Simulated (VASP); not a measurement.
MgO, 12 atoms in the cell. The structure is trigonal, space group P3m1 (No. 156). Conventional cell: a = 3.020 Å, b = 3.020 Å, c = 16.293 Å, α = 90.00°, β = 90.00°, γ = 120.00°. Within 2.8 Å of Mg (site symmetry 3m) lie 3 O at 2.14 Å. Within 2.8 Å of Mg (site symmetry 3m) lie 6 O at 2.14 Å. Within 2.8 Å of Mg (site symmetry 3m) lie 6 O at 2.14 Å. Within 2.8 Å of Mg (site symmetry 3m) lie 6 O at 2.14 Å. Within 2.8 Å of Mg (site symmetry 3m) lie 6 O at 2.14 Å. Mg (site symmetry 3m) has 6 O at 2.14 Å within 2.8 Å. O (site symmetry 3m) has 6 Mg at 2.14 Å within 2.8 Å. O (site symmetry 3m) has 6 Mg at 2.14 Å within 2.8 Å. 

```yaml
Program: VASP 6.6.1
Task: single point
Functional: PBE
Potentials_or_basis: VASP PAW PBE potentials, release 64 (Mg, O)
Cutoff: 520 eV
k_mesh: 9 × 9 × 2
Occupations: gaussian, width 0.05 eV
Spin: no spin polarisation
Dipole_correction: no
Further_INCAR_settings: ALGO = Normal; EDIFF = 1e-06; NBANDS = 36
```

Potentials or basis: VASP PAW PBE potentials, release 64 (Mg, O).

Launch:

```bash
$ cat potpaw_PBE.64/Mg/POTCAR potpaw_PBE.64/O/POTCAR > POTCAR
$ mpirun -np 1 vasp_std > vasp.out
```

Hardware: 1 thread of Intel(R) Xeon(R) Platinum 8488C (Sapphire Rapids) (shared host).

How long does it take, and how much memory?

Wall time 3.1 min on 1 thread of Intel(R) Xeon(R) Platinum 8488C (Sapphire Rapids), on a shared host, peak memory 0.29 GiB. Counts: scf iterations 16, k points 24.
